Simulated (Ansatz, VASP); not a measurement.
**Two plane-wave programs on TiAl**

```xyz
2
Lattice="2.8243 0.0000 0.0000 -1.4121 2.4831 0.0000 0.0000 0.0000 4.6781" Properties=species:S:1:pos:R:3 pbc="T T T"
Ti    0.0000    0.0000    0.0000
Al    0.0000    1.6554    2.3390
```

Change from the starting cell: strain -0.0150 x Voigt [1, 0, 0, 0, 0, 0], atoms carried along.

Alike in both runs: task single point; functional r2SCAN; k mesh 18 × 18 × 10; occupations gaussian, width 0.15 eV; no spin polarisation.

```csv
,VASP,Ansatz
version,VASP 6.6.1,Ansatz 0.2.0
potentials or method,"VASP PAW PBE potentials, release 64 (Ti_sv, Al), cutoff 520 eV","scalar-relativistic, plane waves, PAW"
valence electrons in the cell,15,15
```

|  | VASP | Ansatz | Ansatz less VASP |
| --- | --- | --- | --- |
| gap on the k mesh at the Fermi level (eV) | none | none | - |
| pressure (GPa) | 0.6 | 0.5 | -0.10 |
| traceless stress, the component that is largest in VASP (GPa) | -1.85 | -1.85 | -0.009 |
| rms of the force components (eV/Å) | 0.030 | 0.030 | 0.0000 |

VASP's potentials were made for PBE, not for r2SCAN. Atom by atom the forces differ by 0.000 eV/Å (rms over components). A gap of «none» marks a metal or a gap that the smearing closes.
